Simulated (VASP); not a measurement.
# LiNbO3: single point with PBE

Crystal: LiNbO3.

```
Li Nb O
1.0
     4.03361    0.00000    0.00000
     0.00000    4.03361    0.00000
     0.00000    0.00000    4.03361
Li Nb O
1 1 3
Direct
  0.00000 0.00000 0.00000
  0.50000 0.50000 0.50000
  0.50000 0.50000 0.00000
  0.50000 0.00000 0.50000
  0.00000 0.50000 0.50000
```

This cell differs from its parent crystal: volume changed by +6%.

```json
{"Program": "VASP 6.6.1", "Task": "single point", "Functional": "PBE", "Potentials or basis": "VASP PAW PBE potentials, release 64 (Li_sv, Nb_sv, O)", "Cutoff": "520 eV", "k mesh": "6 × 6 × 6", "Occupations": "gaussian, width 0.01 eV", "Spin": "no spin polarisation"}
```

The band gap on the k mesh is 1.55 eV, indirect (least direct gap 2.36 eV).

Levels at points of the mesh, in eV from the valence-band top:
| k point | band 14 | band 15 | band 16 | band 17 | band 18 | band 19 | band 20 | band 21 |
| --- | --- | --- | --- | --- | --- | --- | --- | --- |
| (0.00, 0.00, 0.00) | -1.00 | -0.81 | -0.81 | -0.81 | 1.55 | 1.55 | 1.55 | 4.37 |
| (0.50, 0.00, 0.00) | -2.07 | -1.30 | -0.84 | -0.84 | 1.61 | 3.99 | 3.99 | 5.08 |
| (0.50, 0.50, 0.00) | -1.82 | -1.82 | -1.58 | -0.01 | 4.02 | 4.02 | 5.06 | 6.39 |
| (0.50, 0.50, 0.50) | -4.42 | 0.00 | 0.00 | 0.00 | 5.05 | 5.05 | 5.05 | 6.76 |

Wall time 35 s on 1 thread of Intel(R) Xeon(R) 6975P-C (Granite Rapids), on a shared host, peak memory 0.18 GiB.

 A k mesh can miss the band edges.
